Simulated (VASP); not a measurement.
**AlRu: vibrations by perturbation theory with PBEsol**

AlRu:

```
Ru Al
1.0
     2.99160    0.00000    0.00000
     0.00000    2.99160    0.00000
     0.00000    0.00000    2.99160
Ru Al
1 1
Direct
  0.50000 0.50000 0.50000
  0.00000 0.00000 0.00000
```

* Program: VASP 6.6.1
* Task: vibrations by perturbation theory
* Functional: PBEsol
* Potentials or basis: VASP PAW PBE potentials, release 64 (Ru_pv, Al)
* Cutoff: 520 eV
* k mesh: 8 × 8 × 8
* Occupations: fermi-dirac, width 0.05 eV
* Spin: no spin polarisation
* Dipole correction: no
* Further INCAR settings: ALGO = Fast; EDIFF = 1e-08; NBANDS = 16; IBRION = 8; NSW = 1

- Highest phonon frequency at Γ: 312 cm⁻¹

Phonon frequencies in cm⁻¹ (negative: imaginary):
```csv
q point,frequencies
"(0.000, 0.000, 0.000)",0 0 0 312 312 312
```

Wall time 2.4 min on 1 thread of Intel Xeon 8259CL, with other jobs on the host, peak memory 0.21 GiB.

Caveat: the cell stands under pressure or tension, which shifts response properties.
